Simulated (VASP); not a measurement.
## CuO: single point with PBE

The system is CuO.

```
Cu O
1.0
     2.36810   -1.73053    0.00000
     2.36810    1.73053    0.00000
    -0.86916    0.00000    5.05944
Cu O
2 2
Direct
  0.49428 0.99432 0.50183
  0.99432 0.49428 0.00183
  0.43005 0.55835 0.75187
  0.55835 0.43005 0.25187
```

```
Program             : VASP 6.6.1
Task                : single point
Functional          : PBE
Potentials or basis : VASP PAW PBE potentials, release 64 (Cu, O)
Cutoff              : 520 eV
k mesh              : 8 × 8 × 5
Occupations         : fermi-dirac, width 0.05 eV
Spin                : no spin polarisation
```

```yaml
Pressure: 4.3 GPa
Largest_force: 0.040 eV/Å
Band_gap_on_the_k_mesh: zero (bands 17 and 18 overlap by 0.52 eV)
```

Forces on the atoms (eV/Å):
```
Cu  -0.005 -0.003  0.002
Cu  -0.005  0.003  0.002
O    0.005  0.040 -0.002
O    0.005 -0.040 -0.002
```

Stress tensor (GPa, compression positive):
```
2.20 0.00 1.51
0.00 6.08 0.00
1.51 0.00 4.66
```

Levels at points of the mesh, in eV from the Fermi level:
| k point | band 15 | band 16 | band 17 | band 18 | band 19 | band 20 |
| --- | --- | --- | --- | --- | --- | --- |
| (0.00, 0.00, 0.00) | -2.17 | -1.65 | 0.20 | 0.93 | 1.70 | 6.05 |
| (0.50, 0.00, 0.00) | -1.52 | -1.44 | 0.07 | 0.28 | 4.69 | 6.16 |
| (0.50, 0.50, 0.00) | -1.68 | -1.25 | -0.73 | 1.04 | 3.19 | 7.16 |

It took 120 s on 1 thread of Intel Xeon 8259CL (shared host), peak memory 0.22 GiB.

Caveat: the cell stands under pressure; semilocal functionals often make such compounds metallic where correlation or magnetic order opens a gap, which also shifts bond lengths. With open d or f shells a metallic result of PBE can be an artefact of self-interaction; +U or a hybrid may open a gap.
